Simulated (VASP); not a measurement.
Ni: single point with PBE

Ni:

```
Ni
1.0
     0.00000    1.67804    1.67804
     1.67804    0.00000    1.67804
     1.67804    1.67804    0.00000
Ni
1
Direct
  0.00000 0.00000 0.00000
```

| Property | Result |
| --- | --- |
| Program | VASP 6.6.1 |
| Task | single point |
| Functional | PBE |
| Potentials or basis | VASP PAW PBE potentials, release 64 (Ni) |
| Cutoff | 520 eV |
| k mesh | 22 × 22 × 22 |
| Occupations | gaussian, width 0.1 eV |
| Spin | collinear spin, ferromagnetic start |
| Starting moments | [0.73] μB |
| Dipole correction | no |
| Further INCAR settings | ALGO = Fast; EDIFF = 1e-06; NBANDS = 15 |

```
Pressure                                              : 39.1 GPa
Net moment                                            : 0.59 μB per cell
Site moments                                          : Ni +0.59 μB
Valence electrons inside the program's atomic spheres : Ni 9.60
```

Levels at points of the mesh, in eV from the Fermi level:
Spin up:
```
           k point  band 3  band 4  band 5  band 6  band 7  band 8
(0.00, 0.00, 0.00)   -2.81   -2.81   -1.38   -1.38   24.90   29.89
(0.50, 0.00, 0.00)   -2.82   -0.56   -0.55   -0.55    6.76   23.32
(0.50, 0.50, 0.00)   -0.51   -0.38   -0.38    2.55   10.55   16.19
```
Spin down:
| k point | band 2 | band 3 | band 4 | band 5 | band 6 | band 7 | band 8 | band 9 |
| --- | --- | --- | --- | --- | --- | --- | --- | --- |
| (0.00, 0.00, 0.00) | -2.10 | -2.10 | -2.10 | -0.83 | -0.83 | 24.77 | 29.87 | 29.87 |
| (0.50, 0.00, 0.00) | -2.24 | -2.24 | -0.60 | 0.17 | 0.17 | 7.17 | 23.20 | 27.32 |
| (0.50, 0.50, 0.00) | -4.43 | 0.08 | 0.45 | 0.45 | 2.53 | 10.80 | 16.21 | 16.21 |

Run time: 50 s on 1 thread of Intel(R) Xeon(R) 6975P-C (Granite Rapids), with other jobs on the host, peak memory 0.18 GiB.
